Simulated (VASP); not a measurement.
Input of a VASP 6.6.1 run:

Contents of INCAR:

```
SYSTEM = MnPt2
ALGO = Normal
EDIFF = 1E-7
ENCUT = 520
GGA = RP
ISIF = 2
ISMEAR = -1
ISPIN = 2
IVDW = 12
LASPH = .True.
LCHARG = .True.
LELF = .True.
LMAXMIX = 4
LORBIT = 11
LREAL = .False.
LVHAR = .True.
LWAVE = .False.
MAGMOM = 0 0 4
NBANDS = 28
NELM = 150
PREC = Accurate
SIGMA = 0.05
```

File KPOINTS:

```
k-points
0
Gamma
  11 11 4
  0 0 0
```

The input POSCAR:

```
MnPt2
1.0
    2.6475294908      0.0000000000      0.0000000000
   -1.3237647454      2.2928277963      0.0000000000
    0.0000000000      0.0000000000      6.3705895229
Pt Mn
2 1
Direct
    0.6666666667      0.3333333333      0.3213655904
    0.3333333333      0.6666666667      0.6786344096
    0.0000000000      0.0000000000      0.0000000000
```

Potentials or basis: VASP PAW PBE potentials, release 64 (Pt, Mn_pv).

Run with:

```bash
$ cat potpaw_PBE.64/Pt/POTCAR potpaw_PBE.64/Mn_pv/POTCAR > POTCAR
$ mpirun -np 1 vasp_std > vasp.out
```

**Question.** Predict the net moment.

**Answer.** 3.09 μB per cell.

**Question.** Estimate the site moments.

**Answer.** Pt +0.15; Mn +2.68 μB.

**Question.** Predict the dispersion energy per atom.

**Answer.** -3.755 eV.

**Question.** Predict the pressure.

**Answer.** -0.3 GPa.

Forces on the atoms (eV/Å):
```
Pt   0.000  0.000  0.026
Pt   0.000  0.000 -0.026
Mn   0.000  0.000  0.000
```

Caveat: the PAW data sets were made with another functional, which shifts forces and pressure a little.
